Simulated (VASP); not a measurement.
Runs of VASP 6.6.1 on LaO4. The structure is that of space group P6/mmm (No. 191), or close to it. The cells are those of the table. 

```csv
task,cell,k mesh,cutoff (eV),gap on the mesh (eV),pressure (GPa),relaxed volume (Å³/atom),largest force (eV/Å)
relaxation of cell and atoms,"relaxed from a = 4.227, b = 4.227, c = 3.848 Å, angles 90.0, 90.0, 120.0°, 5 atoms",12 × 12 × 10,600,none,0.0,(c),-
single point,"a = 4.227, b = 4.227, c = 3.844 Å, angles 90.0, 90.0, 120.0°, 5 atoms",12 × 12 × 10,520,none,0.4,-,0.31
single point,"a = 4.227, b = 4.227, c = 3.848 Å, angles 90.0, 90.0, 120.0°, 5 atoms",6 × 6 × 4,520,none,(b),-,0.30
single point,"a = 4.116, b = 4.116, c = 4.818 Å, angles 90.0, 90.0, 120.0°, 5 atoms",6 × 6 × 4,520,none,(a),-,1.20
relaxation of cell and atoms,"relaxed from a = 4.116, b = 4.116, c = 4.818 Å, angles 90.0, 90.0, 120.0°, 5 atoms",6 × 6 × 4,600,none,-0.3,11.90,-
```

Alike in all rows: level PBE; potentials or basis VASP PAW PBE potentials, release 64 (La, O); no spin polarisation; smearing gaussian 0.1 eV.

Q: Fill in the values left out.

A: (a) -14.0; (b) 0.3; (c) 11.86.

Caveats: some runs use coarse meshes; spin-orbit coupling is left out, which moves the levels of the heavy elements; an odd number of electrons without spin polarisation forces a metal; a magnetic or distorted state may lie lower; the volume moved by over 15 % at a fixed basis, so the end points are rough (some runs).

A k mesh can miss the band edges, and the runs leave out spin-orbit coupling on La.

A gap of «none» marks levels without a gap at the run's occupations.
